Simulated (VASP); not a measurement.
# BaTiO3 (Pm-3m) in VASP: single point with PBEsol

Aim: the single point of BaTiO3 with PBEsol.

Everything below comes from runs of VASP 6.6.1. Logs are shortened: lines on timing, memory, paths and dates and some standing lists are left out, and cuts for length are marked.

## 1. The cell of the first run

It takes space group Pm-3m (No. 221, cubic). Conventional cell: a = 3.970 Å, b = 3.970 Å, c = 3.970 Å, α = 90.00°, β = 90.00°, γ = 90.00°. Ba (site symmetry m-3m) has 12 O at 2.81 Å and 8 Ti at 3.44 Å within 3.7 Å. Within 2.6 Å of Ti (site symmetry m-3m) lie 6 O at 1.98 Å. Within 2.6 Å of O (site symmetry 4/mmm) lie 2 Ti at 1.98 Å.

## 2. Single point, PBEsol

Input file INCAR:

```
PREC = Accurate
ENCUT = 910
EDIFF = 1E-6
ISMEAR = 0
SIGMA = 0.02
LREAL = F
LASPH = T
NELM = 120
ALGO = Normal
ISIF = 2
LWAVE = F
LCHARG = F
GGA = PS
NBANDS = 28
GGA_COMPAT = F
```

Input file KPOINTS:

```
regular mesh
0
Gamma
  8 8 8
```

Input file POSCAR:

```
BaTiO3
1.0
    3.9698693898      0.0000000000      0.0000000000
    0.0000000000      3.9698693898      0.0000000000
    0.0000000000      0.0000000000      3.9698693898
Ba Ti O
1 1 3
Direct
    0.5000000000      0.5000000000      0.5000000000
    0.0000000000      0.0000000000      0.0000000000
    0.5000000000      0.0000000000      0.0000000000
    0.0000000000      0.5000000000      0.0000000000
    0.0000000000      0.0000000000      0.5000000000
```

Potentials or basis: VASP PAW PBE potentials, release 64 (Ba_sv, Ti_sv, O_h).

On the command line:

```console
cat potpaw_PBE.64/Ba_sv/POTCAR potpaw_PBE.64/Ti_sv/POTCAR potpaw_PBE.64/O_h/POTCAR > POTCAR
mpirun -np 1 vasp_std > vasp.out
```

OUTCAR:

```text
PREC = Accurate
   ENCUT = 910
   EDIFF = 1E-6
   ISMEAR = 0
   LREAL = F
   LASPH = T
   NELM = 120
   ISIF = 2
   GGA = PS

 ion  position               nearest neighbor table
   1  0.500  0.500  0.500-   3 2.81   4 2.81   5 2.81   3 2.81   4 2.81   3 2.81   5 2.81   3 2.81
                             4 2.81   5 2.81   4 2.81   5 2.81   2 3.44   2 3.44   2 3.44   2 3.44
   2  0.000  0.000  0.000-   3 1.98   4 1.98   5 1.98   5 1.98   4 1.98   3 1.98   1 3.44   1 3.44
                             1 3.44   1 3.44   1 3.44   1 3.44   1 3.44   1 3.44
   3  0.500  0.000  0.000-   2 1.98   2 1.98   1 2.81   1 2.81   1 2.81   1 2.81
   4  0.000  0.500  0.000-   2 1.98   2 1.98   1 2.81   1 2.81   1 2.81   1 2.81
   5  0.000  0.000  0.500-   2 1.98   2 1.98   1 2.81   1 2.81   1 2.81   1 2.81

  LATTYP: Found a simple cubic cell.
 ALAT       =     3.9698693898

  Lattice vectors:

 A1 = (   3.9698693898,   0.0000000000,   0.0000000000)
 A2 = (   0.0000000000,   3.9698693898,   0.0000000000)
 A3 = (   0.0000000000,   0.0000000000,   3.9698693898)

Analysis of symmetry for initial positions (statically):
=====================================================================
 Subroutine PRICEL returns:
 Original cell was already a primitive cell.

 Routine SETGRP: Setting up the symmetry group for a
 simple cubic supercell.

 Subroutine GETGRP returns: Found 48 space group operations
 (whereof 48 operations were pure point group operations)
 out of a pool of 48 trial point group operations.

The static configuration has the point symmetry O_h .

Analysis of symmetry for dynamics (positions and initial velocities):
=====================================================================
 Subroutine PRICEL returns:
 Original cell was already a primitive cell.

 Routine SETGRP: Setting up the symmetry group for a
 simple cubic supercell.

 Subroutine GETGRP returns: Found 48 space group operations
 (whereof 48 operations were pure point group operations)
 out of a pool of 48 trial point group operations.

The dynamic configuration has the point symmetry O_h .

 Subroutine INISYM returns: Found 48 space group operations
 (whereof 48 operations are pure point group operations),
 and found     1 'primitive' translations

----------------------------------------------------------------------------------------

                                     Primitive cell

  volume of cell :      62.5646

  direct lattice vectors                    reciprocal lattice vectors
     3.969869390  0.000000000  0.000000000     0.251897456  0.000000000  0.000000000
     0.000000000  3.969869390  0.000000000     0.000000000  0.251897456  0.000000000
     0.000000000  0.000000000  3.969869390     0.000000000  0.000000000  0.251897456

  length of vectors
     3.969869390  3.969869390  3.969869390     0.251897456  0.251897456  0.251897456

  position of ions in fractional coordinates (direct lattice)
     0.500000000  0.500000000  0.500000000
     0.000000000  0.000000000  0.000000000
     0.500000000  0.000000000  0.000000000
     0.000000000  0.500000000  0.000000000
     0.000000000  0.000000000  0.500000000

  ion indices of the primitive-cell ions
   primitive index   ion index
                 1           1
                 2           2
                 3           3
                 4           4
                 5           5

----------------------------------------------------------------------------------------

 KPOINTS: regular mesh

Automatic generation of k-mesh.
 Grid dimensions read from file:
 generate k-points for:    8    8    8

 Generating k-lattice:

  Cartesian coordinates                     Fractional coordinates (reciprocal lattice)
     0.031487182  0.000000000  0.000000000     0.125000000  0.000000000  0.000000000
     0.000000000  0.031487182  0.000000000     0.000000000  0.125000000  0.000000000
     0.000000000  0.000000000  0.031487182     0.000000000  0.000000000  0.125000000

  Length of vectors
     0.031487182  0.031487182  0.031487182

  Shift w.r.t. Gamma in fractional coordinates (k-lattice)
     0.000000000  0.000000000  0.000000000

 Subroutine IBZKPT returns following result:
 ===========================================

 Found     35 irreducible k-points:

 Following reciprocal coordinates:
            Coordinates               Weight
  0.000000  0.000000  0.000000      1.000000
  0.125000  0.000000  0.000000      6.000000
  0.250000  0.000000  0.000000      6.000000
  0.375000  0.000000  0.000000      6.000000
  0.500000  0.000000  0.000000      3.000000
  0.125000  0.125000  0.000000     12.000000
[... 16 lines left out ...]
  0.375000  0.375000  0.125000     24.000000
  0.500000  0.375000  0.125000     24.000000
 [... further k-points ...]
   k-points           NKPTS =     35   k-points in BZ     NKDIM =     35   number of bands    NBANDS=     28
   number of dos      NEDOS =    301   number of ions     NIONS =      5
   total plane-waves  NPLWV =  64000
   dimension x,y,z NGX =    40 NGY =   40 NGZ =   40
   dimension x,y,z NGXF=    80 NGYF=   80 NGZF=   80
   ions per type =               1   1   3
   NGX,Y,Z   is equivalent  to a cutoff of  16.75, 16.75, 16.75 a.u.
   NGXF,Y,Z  is equivalent  to a cutoff of  33.50, 33.50, 33.50 a.u.
 SYSTEM =  unknown system
   PREC   = accura    normal or accurate (medium, high low for compatibility)
   ISTART =      0    job   : 0-new  1-cont  2-samecut
   ICHARG =      2    charge: 1-file 2-atom 10-const
   ISPIN  =      1    spin polarized calculation?
   LNONCOLLINEAR =      F non collinear calculations
   LSORBIT =      F    spin-orbit coupling
   LASPH  =      T    aspherical Exc in radial PAW
   ENCUT  =  910.0 eV  66.88 Ry    8.18 a.u.   9.76  9.76  9.76*2*pi/ulx,y,z
   NELM   =    120;   NELMIN=  2; NELMDL= -5     # of ELM steps
   EDIFF  = 0.1E-05   stopping-criterion for ELM
   LREAL  =      F    real-space projection
   EDIFFG = 0.1E-04   stopping-criterion for IOM
   NSW    =      0    number of steps for IOM
   IBRION =     -1    ionic relax: 0-MD 1-quasi-New 2-CG
   NFREE  =      0    steps in history (QN), initial steepest desc. (CG)
   ISIF   =      2    stress and relaxation
   ISYM   =      2    0-nonsym 1-usesym 2-fastsym
   POTIM  = 0.5000    time-step for ionic-motion
   TEBEG  =    0.0;   TEEND  =   0.0 temperature during run
   PSTRESS=    0.0 pullay stress
   NELECT =      40.0000    total number of electrons
   NUPDOWN=      -1.0000    fix difference up-down
   EMIN   =  10.00;   EMAX   =-10.00  energy-range for DOS
   EFERMI =   0.00;   METHOD = LEGACY
   ISMEAR =     0;   SIGMA  =   0.02  broadening in eV -4-tet -1-fermi 0-gaus
   EFERMI_NEDOS =   21; number of points for ismear=-14 and -15
   IALGO  =     38    algorithm
   IMIX   =      4    mixing-type and parameters
     AMIX     =   0.40;   BMIX     =  1.00
     AMIX_MAG =   1.60;   BMIX_MAG =  1.00
  volume/ion in A,a.u.               =      12.51        84.44
  Fermi-wavevector in a.u.,A,eV,Ry     =   1.410323  2.665124 27.062140  1.989011
  Thomas-Fermi vector in A             =   2.532289
   LORBIT       =      0    0 simple, 1 ext, 2 COOP (PROOUT), +10 PAW based schemes
   GGA     = PS    functional components
   LHFCALC =     F    Hartree Fock is set to
   AEXX    =    0.0000 exact exchange contribution
   IVDW    =     0    specifies the selected vdW correction
   LEPSILON=     F    determine dielectric tensor
   LRPA    =     F    only Hartree local field effects (RPA)
 non-spin polarized calculation
 Gauss-broadening in eV      SIGMA  =   0.02
  energy-cutoff  :      910.00
  volume of cell :       62.56
 maximum number of plane-waves:      3948
 NGX is ok and might be reduce to    40
   NGX = 19   NGY = 19   NGZ = 19

 number of electron      40.0000011 magnetization

 Free energy of the ion-electron system (eV)
  ---------------------------------------------------
  ext. energy  EPLUGINS =         0.00000000
  ---------------------------------------------------
  free energy    TOTEN  =       -41.99812393 eV

  energy without entropy =      -41.99812393  energy(sigma->0) =      -41.99812393

 E-fermi :   4.3571     XC(G=0): -11.6522

 val. band max:        4.2479345036   @ k =   0.5000   0.5000   0.5000
 cond. band min:       5.9974749497   @ k =   0.0000   0.0000   0.0000
 fundamental gap:      1.7495404461
 Fermi energy:         4.3570549176

 k-point     1 :       0.0000    0.0000    0.0000
  band No.  band energies     occupation
      1     -52.0151      2.00000
      2     -28.3532      2.00000
      3     -28.3532      2.00000
      4     -28.3532      2.00000
      5     -20.4545      2.00000
      6     -12.6202      2.00000
[... 20 lines left out ...]
     27       9.1925      0.00000
     28      11.7116      0.00000

 k-point     2 :       0.1250    0.0000    0.0000
  band No.  band energies     occupation
      1     -52.0149      2.00000
      2     -28.3622      2.00000
      3     -28.3529      2.00000
      4     -28.3529      2.00000
      5     -20.4344      2.00000
      6     -12.6332      2.00000
[... 20 lines left out ...]
     27       9.5159      0.00000
     28      12.0972      0.00000

 k-point     3 :       0.2500    0.0000    0.0000
  band No.  band energies     occupation
      1     -52.0145      2.00000
      2     -28.3838      2.00000
      3     -28.3520      2.00000
      4     -28.3520      2.00000
      5     -20.3851      2.00000
      6     -12.7187      2.00000
[... 20 lines left out ...]
     27      10.3703      0.00000
     28      12.6898      0.00000

 k-point     4 :       0.3750    0.0000    0.0000
  band No.  band energies     occupation
      1     -52.0141      2.00000
      2     -28.4051      2.00000
      3     -28.3512      2.00000
      4     -28.3512      2.00000
      5     -20.3347      2.00000
      6     -12.8477      2.00000
[... 578 lines left out ...]
     27      12.6769      0.00000
     28      12.8751      0.00000

 k-point    23 :       0.3750    0.3750    0.1250
  band No.  band energies     occupation
      1     -52.0129      2.00000
      2     -28.4015      2.00000
      3     -28.4010      2.00000
      4     -28.3578      2.00000
      5     -20.2415      2.00000
      6     -12.3675      2.00000
[... 20 lines left out ...]
     27      12.6071      0.00000
     28      13.2456      0.00000

 k-point    24 :       0.5000    0.3750    0.1250
  band No.  band energies     occupation
      1     -52.0127      2.00000
      2     -28.4099      2.00000
      3     -28.4007      2.00000
      4     -28.3575      2.00000
      5     -20.2276      2.00000
      6     -12.3093      2.00000
[... 20 lines left out ...]
     27      12.5148      0.00000
     28      13.3759      0.00000

 [... further k-points ...]

------------------------ aborting loop because EDIFF is reached ----------------------------------------

  FORCE on cell =-STRESS in cart. coord.  units (eV):
  Direction    XX          YY          ZZ          XY          YZ          ZX
  --------------------------------------------------------------------------------------
  -------------------------------------------------------------------------------------
  Total        0.6508584      0.6508584      0.6508584     -0.0000000      0.0000000     -0.0000000
  in kB       16.6674230     16.6674230     16.6674230     -0.0000000      0.0000000     -0.0000000
  external PRESSURE =      16.6674230 kB  Pullay stress =       0.0000000 kB

 VOLUME and BASIS-vectors are now :
 -----------------------------------------------------------------------------
  energy-cutoff  :      910.00
  volume of cell :       62.56
      direct lattice vectors                 reciprocal lattice vectors
     3.969869390  0.000000000  0.000000000     0.251897456  0.000000000  0.000000000
     0.000000000  3.969869390  0.000000000     0.000000000  0.251897456  0.000000000
     0.000000000  0.000000000  3.969869390     0.000000000  0.000000000  0.251897456

 POSITION                                       TOTAL-FORCE (eV/Angst)
 -----------------------------------------------------------------------------------
      1.98493      1.98493      1.98493         0.000000      0.000000      0.000000
      0.00000      0.00000      0.00000         0.000000      0.000000      0.000000
      1.98493      0.00000      0.00000         0.000000      0.000000      0.000000
      0.00000      1.98493      0.00000         0.000000      0.000000      0.000000
      0.00000      0.00000      1.98493         0.000000      0.000000      0.000000
 -----------------------------------------------------------------------------------
    total drift:                                0.000000      0.000000     -0.000000

  FREE ENERGIE OF THE ION-ELECTRON SYSTEM (eV)
  ---------------------------------------------------
  free  energy   TOTEN  =       -41.9981239254 eV

  energy  without entropy=      -41.9981239254  energy(sigma->0) =      -41.99812393
```

Run time: 91 s. Hardware: 1 thread of Intel Xeon Platinum 8488C (Sapphire Rapids), shared host; peak memory 0.34 GiB.

Results:

- Free energy: -41.9981 eV
- Pressure: 1.7 GPa
- Band gap on the k mesh: 1.75 eV (least direct gap 1.87 eV)

Caveat: the cutoff is under 1.25 times the usual one of these potentials, so pressure, stress and relaxed cells hold a basis-set (Pulay) error; the PAW data sets were made with another functional, which shifts forces and pressure a little; spin-orbit coupling is left out, which moves the levels of the heavy elements.
